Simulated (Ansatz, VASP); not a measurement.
**K in VASP and in Ansatz**

```
K
1.0
    -2.35512    2.35512    2.35512
     2.35512   -2.35512    2.35512
     2.35512    2.35512   -2.35512
K
1
Direct
  0.00000 0.00000 0.00000
```

Alike in both runs: task single point; functional PBE; k mesh 6 × 6 × 6; occupations gaussian, width 0.1 eV; no spin polarisation.

|  | VASP | Ansatz |
| --- | --- | --- |
| version | VASP 6.6.1 | Ansatz 0.2.0 |
| potentials or method | VASP PAW PBE potentials, release 64 (K_sv), cutoff 500 eV | scalar-relativistic, plane waves, PAW |
| valence electrons in the cell | 9 | 9 |

```csv
,VASP,Ansatz,Ansatz less VASP
gap on the k mesh at the Fermi level (eV),none,none,-
pressure (GPa),2.4,2.4,+0.01
```

A gap of «none» marks a metal or a gap that the smearing closes.
